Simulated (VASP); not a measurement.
# BaTiO3 (P4/mmm) in VASP: further runs

The runs below take BaTiO3 through single point, with PBE.

All numbers are computed with VASP 6.6.1; they aren't measurements. Logs are shortened: lines on timing, memory, paths and dates and some standing lists are left out, and cuts for length are marked.

## Step 1: The cell of the first run

It takes space group P4/mmm (No. 123, tetragonal). Conventional cell: a = 4.059 Å, b = 4.059 Å, c = 3.991 Å, α = 90.00°, β = 90.00°, γ = 90.00°. Ba (site symmetry 4/mmm) has 12 O at 2.85 to 2.87 Å and 8 Ti at 3.50 Å within 3.8 Å. Ti (site symmetry 4/mmm) has 6 O at 2.00 to 2.03 Å within 2.6 Å. O (site symmetry mmm) has 2 Ti at 2.03 Å within 2.7 Å. O (site symmetry 4/mmm) has 2 Ti at 2.00 Å within 2.6 Å.

## Step 2: Single point, PBE (biaxial strain in the a-b plane: +1.0 %, then relaxed in part)

The input, INCAR:

```
SYSTEM = BaTiO3
PREC = Accurate ; ENCUT = 520
EDIFF = 1E-7 ; ISMEAR = 0
SIGMA = 0.02 ; LREAL = .FALSE.
LASPH = .TRUE. ; NELM = 100
ALGO = Normal ; ISIF = 2
LWAVE = .FALSE. ; LCHARG = .TRUE.
GGA = PE ; LELF = .TRUE.
LVHAR = .TRUE. ; NBANDS = 28
```

The input, KPOINTS:

```
regular mesh
0
G
  8 8 8
  0 0 0
```

The input, POSCAR:

```
BaTiO3
1.0
    4.0594434436      0.0000000000      0.0000000000
    0.0000000000      4.0594434436      0.0000000000
    0.0000000000      0.0000000000      3.9909455962
Ba Ti O
1 1 3
Direct
    0.5000000000      0.5000000000      0.5000000000
    0.0000000000      0.0000000000      0.0000000000
    0.5000000000      0.0000000000      0.0000000000
    0.0000000000      0.5000000000      0.0000000000
    0.0000000000      0.0000000000      0.5000000000
```

Potentials or basis: VASP PAW PBE potentials, release 64 (Ba_sv, Ti_sv, O).

The run is started by

```sh
> cat potpaw_PBE.64/Ba_sv/POTCAR potpaw_PBE.64/Ti_sv/POTCAR potpaw_PBE.64/O/POTCAR > POTCAR
> mpirun -np 1 vasp_std > vasp.out
```

OUTCAR:

```text
SYSTEM = BaTiO3
   PREC = Accurate
   ENCUT = 520
   EDIFF = 1E-7
   ISMEAR = 0
   LREAL = .FALSE.
   LASPH = .TRUE.
   NELM = 100
   ISIF = 2
   GGA = PE

 ion  position               nearest neighbor table
   1  0.500  0.500  0.500-   3 2.85   4 2.85   3 2.85   4 2.85   3 2.85   3 2.85   4 2.85   4 2.85
                             5 2.87   5 2.87   5 2.87   5 2.87   2 3.50   2 3.50   2 3.50   2 3.50
   2  0.000  0.000  0.000-   5 2.00   5 2.00   3 2.03   4 2.03   4 2.03   3 2.03   1 3.50   1 3.50
                             1 3.50   1 3.50   1 3.50   1 3.50   1 3.50   1 3.50
   3  0.500  0.000  0.000-   2 2.03   2 2.03   1 2.85   1 2.85   1 2.85   1 2.85
   4  0.000  0.500  0.000-   2 2.03   2 2.03   1 2.85   1 2.85   1 2.85   1 2.85
   5  0.000  0.000  0.500-   2 2.00   2 2.00   1 2.87   1 2.87   1 2.87   1 2.87

  LATTYP: Found a simple tetragonal cell.
 ALAT       =     4.0594434436
 C/A-ratio  =     0.9831262959

  Lattice vectors:

 A1 = (   4.0594434436,   0.0000000000,   0.0000000000)
 A2 = (   0.0000000000,   4.0594434436,   0.0000000000)
 A3 = (   0.0000000000,   0.0000000000,   3.9909455962)

Analysis of symmetry for initial positions (statically):
=====================================================================
 Subroutine PRICEL returns:
 Original cell was already a primitive cell.

 Routine SETGRP: Setting up the symmetry group for a
 simple tetragonal supercell.

 Subroutine GETGRP returns: Found 16 space group operations
 (whereof 16 operations were pure point group operations)
 out of a pool of 16 trial point group operations.

The static configuration has the point symmetry D_4h.

Analysis of symmetry for dynamics (positions and initial velocities):
=====================================================================
 Subroutine PRICEL returns:
 Original cell was already a primitive cell.

 Routine SETGRP: Setting up the symmetry group for a
 simple tetragonal supercell.

 Subroutine GETGRP returns: Found 16 space group operations
 (whereof 16 operations were pure point group operations)
 out of a pool of 16 trial point group operations.

The dynamic configuration has the point symmetry D_4h.

 Subroutine INISYM returns: Found 16 space group operations
 (whereof 16 operations are pure point group operations),
 and found     1 'primitive' translations

----------------------------------------------------------------------------------------

                                     Primitive cell

  volume of cell :      65.7671

  direct lattice vectors                    reciprocal lattice vectors
     4.059443444  0.000000000  0.000000000     0.246339188  0.000000000  0.000000000
     0.000000000  4.059443444  0.000000000     0.000000000  0.246339188  0.000000000
     0.000000000  0.000000000  3.990945596     0.000000000  0.000000000  0.250567184

  length of vectors
     4.059443444  4.059443444  3.990945596     0.246339188  0.246339188  0.250567184

  position of ions in fractional coordinates (direct lattice)
     0.500000000  0.500000000  0.500000000
     0.000000000  0.000000000  0.000000000
     0.500000000  0.000000000  0.000000000
     0.000000000  0.500000000  0.000000000
     0.000000000  0.000000000  0.500000000

  ion indices of the primitive-cell ions
   primitive index   ion index
                 1           1
                 2           2
                 3           3
                 4           4
                 5           5

----------------------------------------------------------------------------------------

 KPOINTS: regular mesh

Automatic generation of k-mesh.
 Grid dimensions read from file:
 generate k-points for:    8    8    8

 Generating k-lattice:

  Cartesian coordinates                     Fractional coordinates (reciprocal lattice)
     0.030792398  0.000000000  0.000000000     0.125000000  0.000000000  0.000000000
     0.000000000  0.030792398  0.000000000     0.000000000  0.125000000  0.000000000
     0.000000000  0.000000000  0.031320898     0.000000000  0.000000000  0.125000000

  Length of vectors
     0.030792398  0.030792398  0.031320898

  Shift w.r.t. Gamma in fractional coordinates (k-lattice)
     0.000000000  0.000000000  0.000000000

 Subroutine IBZKPT returns following result:
 ===========================================

 Found     75 irreducible k-points:

 Following reciprocal coordinates:
            Coordinates               Weight
  0.000000  0.000000  0.000000      1.000000
  0.125000  0.000000  0.000000      4.000000
  0.250000  0.000000  0.000000      4.000000
  0.375000  0.000000  0.000000      4.000000
  0.500000  0.000000  0.000000      2.000000
  0.125000  0.125000  0.000000      4.000000
[... 16 lines left out ...]
  0.375000  0.125000  0.125000     16.000000
  0.500000  0.125000  0.125000      8.000000
 [... further k-points ...]
   k-points           NKPTS =     75   k-points in BZ     NKDIM =     75   number of bands    NBANDS=     28
   number of dos      NEDOS =    301   number of ions     NIONS =      5
   total plane-waves  NPLWV =  27000
   dimension x,y,z NGX =    30 NGY =   30 NGZ =   30
   dimension x,y,z NGXF=    60 NGYF=   60 NGZF=   60
   ions per type =               1   1   3
   NGX,Y,Z   is equivalent  to a cutoff of  12.29, 12.29, 12.50 a.u.
   NGXF,Y,Z  is equivalent  to a cutoff of  24.57, 24.57, 24.99 a.u.
 SYSTEM =  BaTiO3
   PREC   = accura    normal or accurate (medium, high low for compatibility)
   ISTART =      0    job   : 0-new  1-cont  2-samecut
   ICHARG =      2    charge: 1-file 2-atom 10-const
   ISPIN  =      1    spin polarized calculation?
   LNONCOLLINEAR =      F non collinear calculations
   LSORBIT =      F    spin-orbit coupling
   LASPH  =      T    aspherical Exc in radial PAW
   ENCUT  =  520.0 eV  38.22 Ry    6.18 a.u.   7.55  7.55  7.42*2*pi/ulx,y,z
   NELM   =    100;   NELMIN=  2; NELMDL= -5     # of ELM steps
   EDIFF  = 0.1E-06   stopping-criterion for ELM
   LREAL  =      F    real-space projection
   EDIFFG = 0.1E-05   stopping-criterion for IOM
   NSW    =      0    number of steps for IOM
   IBRION =     -1    ionic relax: 0-MD 1-quasi-New 2-CG
   NFREE  =      0    steps in history (QN), initial steepest desc. (CG)
   ISIF   =      2    stress and relaxation
   ISYM   =      2    0-nonsym 1-usesym 2-fastsym
   POTIM  = 0.5000    time-step for ionic-motion
   TEBEG  =    0.0;   TEEND  =   0.0 temperature during run
   PSTRESS=    0.0 pullay stress
   NELECT =      40.0000    total number of electrons
   NUPDOWN=      -1.0000    fix difference up-down
   EMIN   =  10.00;   EMAX   =-10.00  energy-range for DOS
   EFERMI =   0.00;   METHOD = LEGACY
   ISMEAR =     0;   SIGMA  =   0.02  broadening in eV -4-tet -1-fermi 0-gaus
   EFERMI_NEDOS =   21; number of points for ismear=-14 and -15
   IALGO  =     38    algorithm
   IMIX   =      4    mixing-type and parameters
     AMIX     =   0.40;   BMIX     =  1.00
     AMIX_MAG =   1.60;   BMIX_MAG =  1.00
  volume/ion in A,a.u.               =      13.15        88.76
  Fermi-wavevector in a.u.,A,eV,Ry     =   1.387049  2.621143 26.176327  1.923906
  Thomas-Fermi vector in A             =   2.511307
   LORBIT       =      0    0 simple, 1 ext, 2 COOP (PROOUT), +10 PAW based schemes
   GGA     = PE    functional components
   LHFCALC =     F    Hartree Fock is set to
   AEXX    =    0.0000 exact exchange contribution
   IVDW    =     0    specifies the selected vdW correction
   LEPSILON=     F    determine dielectric tensor
   LRPA    =     F    only Hartree local field effects (RPA)
 non-spin polarized calculation
 Gauss-broadening in eV      SIGMA  =   0.02
  energy-cutoff  :      520.00
  volume of cell :       65.77
 maximum number of plane-waves:      1797
   NGX = 15   NGY = 15   NGZ = 15

 number of electron      39.9999982 magnetization

 Free energy of the ion-electron system (eV)
  ---------------------------------------------------
  ext. energy  EPLUGINS =         0.00000000
  ---------------------------------------------------
  free energy    TOTEN  =       -39.97899644 eV

  energy without entropy =      -39.97899644  energy(sigma->0) =      -39.97899644

 E-fermi :   3.8740     XC(G=0): -11.1268

 val. band max:        3.6532130711   @ k =   0.5000   0.5000   0.5000
 cond. band min:       5.3144814206   @ k =   0.0000   0.0000   0.0000
 fundamental gap:      1.6612683494
 Fermi energy:         3.8739539908

 k-point     1 :       0.0000    0.0000    0.0000
  band No.  band energies     occupation
      1     -53.1024      2.00000
      2     -29.3037      2.00000
      3     -29.2989      2.00000
      4     -29.2989      2.00000
      5     -21.2347      2.00000
      6     -13.2034      2.00000
[... 20 lines left out ...]
     27       8.7487      0.00000
     28      10.7513      0.00000

 k-point     2 :       0.1250    0.0000    0.0000
  band No.  band energies     occupation
      1     -53.1023      2.00000
      2     -29.3052      2.00000
      3     -29.3034      2.00000
      4     -29.2987      2.00000
      5     -21.2204      2.00000
      6     -13.2140      2.00000
[... 20 lines left out ...]
     27       9.0358      0.00000
     28      11.1138      0.00000

 k-point     3 :       0.2500    0.0000    0.0000
  band No.  band energies     occupation
      1     -53.1020      2.00000
      2     -29.3203      2.00000
      3     -29.3029      2.00000
      4     -29.2981      2.00000
      5     -21.1853      2.00000
      6     -13.2730      2.00000
[... 20 lines left out ...]
     27       9.7785      0.00000
     28      11.9189      0.00000

 k-point     4 :       0.3750    0.0000    0.0000
  band No.  band energies     occupation
      1     -53.1017      2.00000
      2     -29.3353      2.00000
      3     -29.3023      2.00000
      4     -29.2976      2.00000
      5     -21.1497      2.00000
      6     -13.3629      2.00000
[... 20 lines left out ...]
     27      10.6522      0.00000
     28      11.8105      0.00000

 k-point     5 :       0.5000    0.0000    0.0000
  band No.  band energies     occupation
      1     -53.1016      2.00000
      2     -29.3416      2.00000
      3     -29.3021      2.00000
      4     -29.2973      2.00000
      5     -21.1348      2.00000
      6     -13.4053      2.00000
[... 20 lines left out ...]
     27      11.0735      0.00000
     28      11.7649      0.00000

 k-point     6 :       0.1250    0.1250    0.0000
  band No.  band energies     occupation
      1     -53.1022      2.00000
      2     -29.3051      2.00000
      3     -29.3048      2.00000
      4     -29.3032      2.00000
      5     -21.2067      2.00000
      6     -13.2124      2.00000
[... 463 lines left out ...]
      5     -21.1920      2.00000
      6     -13.1786      2.00000
[... 20 lines left out ...]
     27       9.5487      0.00000
     28      11.4320      0.00000

 k-point    22 :       0.2500    0.1250    0.1250
  band No.  band energies     occupation
      1     -53.1017      2.00000
      2     -29.3196      2.00000
      3     -29.3103      2.00000
      4     -29.3040      2.00000
      5     -21.1602      2.00000
      6     -13.1878      2.00000
[... 20 lines left out ...]
     27      10.2399      0.00000
     28      11.7833      0.00000

 k-point    23 :       0.3750    0.1250    0.1250
  band No.  band energies     occupation
      1     -53.1014      2.00000
      2     -29.3346      2.00000
      3     -29.3097      2.00000
      4     -29.3034      2.00000
      5     -21.1280      2.00000
      6     -13.2373      2.00000
[... 20 lines left out ...]
     27      11.0663      0.00000
     28      12.1944      0.00000

 k-point    24 :       0.5000    0.1250    0.1250
  band No.  band energies     occupation
      1     -53.1013      2.00000
      2     -29.3407      2.00000
      3     -29.3095      2.00000
      4     -29.3031      2.00000
      5     -21.1145      2.00000
      6     -13.2659      2.00000
[... 20 lines left out ...]
     27      11.4168      0.00000
     28      12.3248      0.00000

 [... further k-points ...]

------------------------ aborting loop because EDIFF is reached ----------------------------------------

  FORCE on cell =-STRESS in cart. coord.  units (eV):
  Direction    XX          YY          ZZ          XY          YZ          ZX
  --------------------------------------------------------------------------------------
  -------------------------------------------------------------------------------------
  Total       -0.5506778     -0.5506778      0.6959953      0.0000000     -0.0000000      0.0000000
  in kB      -13.4152684    -13.4152684     16.9554018      0.0000000     -0.0000000      0.0000000
  external PRESSURE =      -3.2917117 kB  Pullay stress =       0.0000000 kB

 VOLUME and BASIS-vectors are now :
 -----------------------------------------------------------------------------
  energy-cutoff  :      520.00
  volume of cell :       65.77
      direct lattice vectors                 reciprocal lattice vectors
     4.059443444  0.000000000  0.000000000     0.246339188  0.000000000  0.000000000
     0.000000000  4.059443444  0.000000000     0.000000000  0.246339188  0.000000000
     0.000000000  0.000000000  3.990945596     0.000000000  0.000000000  0.250567184

 POSITION                                       TOTAL-FORCE (eV/Angst)
 -----------------------------------------------------------------------------------
      2.02972      2.02972      1.99547         0.000000      0.000000      0.000000
      0.00000      0.00000      0.00000         0.000000      0.000000      0.000000
      2.02972      0.00000      0.00000         0.000000      0.000000      0.000000
      0.00000      2.02972      0.00000         0.000000      0.000000      0.000000
      0.00000      0.00000      1.99547         0.000000      0.000000      0.000000
 -----------------------------------------------------------------------------------
    total drift:                                0.000000     -0.000000      0.000000

  FREE ENERGIE OF THE ION-ELECTRON SYSTEM (eV)
  ---------------------------------------------------
  free  energy   TOTEN  =       -39.9789964396 eV

  energy  without entropy=      -39.9789964396  energy(sigma->0) =      -39.97899644
```

It took 64 s on 1 thread of Intel Xeon 6975P-C (Granite Rapids), shared host; peak memory 0.26 GiB.

Results:

```
Free energy            : -39.9790 eV
Pressure               : -0.3 GPa
Band gap on the k mesh : 1.66 eV (least direct gap 1.83 eV)
```

Stress tensor (GPa, compression positive):
```
-1.34  0.00  0.00
 0.00 -1.34  0.00
 0.00  0.00  1.70
```

Caveat: the cell differs from its parent crystal (biaxial strain in the a-b plane: +1.0 %, then relaxed in part); spin-orbit coupling is left out, which moves the levels of the heavy elements. A k mesh can miss the band edges.

## Step 3: Single point, PBE (biaxial strain in the a-b plane: +1.0 %)

The input, INCAR:

```
ALGO = Normal ; EDIFF = 1E-7
ENCUT = 520 ; GGA = PE
ISIF = 2 ; ISMEAR = 0
LASPH = T ; LCHARG = F
LREAL = F ; LWAVE = F
NBANDS = 28 ; NELM = 100
PREC = Accurate ; SIGMA = 0.02
```

The input, KPOINTS:

```
k-points
0
Gamma
  8 8 8
```

POSCAR, as its differences from that of step 2:

```diff
@@ -4,3 +4,3 @@
     0.0000000000      4.0594434436      0.0000000000
-    0.0000000000      0.0000000000      3.9909455962
+    0.0000000000      0.0000000000      3.9951354287
 Ba Ti O
```

Potentials or basis: VASP PAW PBE potentials, release 64 (Ba_sv, Ti_sv, O).

The run is started by

```sh
> cat potpaw_PBE.64/Ba_sv/POTCAR potpaw_PBE.64/Ti_sv/POTCAR potpaw_PBE.64/O/POTCAR > POTCAR
> mpirun -np 1 vasp_std > vasp.out
```

Wall time 60 s (1 thread of Intel Xeon 6975P-C (Granite Rapids), shared host); peak memory 0.26 GiB.

Results (log left out):

```
Free energy            : -39.9797 eV
Pressure               : -0.5 GPa
Band gap on the k mesh : 1.66 eV (least direct gap 1.83 eV)
```

Stress tensor (GPa, compression positive):
```
-1.45  0.00  0.00
 0.00 -1.45  0.00
 0.00  0.00  1.39
```

Levels at points of the mesh, in eV from the valence-band top:
```tsv
k point	band 18	band 19	band 20	band 21	band 22	band 23
(0.00, 0.00, 0.00)	-0.19	-0.19	-0.17	1.66	1.69	1.69
(0.50, 0.00, 0.00)	-1.75	-0.73	-0.71	1.83	3.30	3.30
(0.50, 0.50, 0.00)	-0.98	-0.98	-0.13	3.31	3.31	3.69
(0.00, 0.00, 0.50)	-1.86	-0.74	-0.74	1.82	3.43	3.43
(0.50, 0.00, 0.50)	-0.86	-0.85	-0.09	3.30	3.44	3.78
(0.50, 0.50, 0.50)	-0.03	0.00	0.00	3.93	4.01	4.01
```

Caveat: the cell differs from its parent crystal (biaxial strain in the a-b plane: +1.0 %); spin-orbit coupling is left out, which moves the levels of the heavy elements.
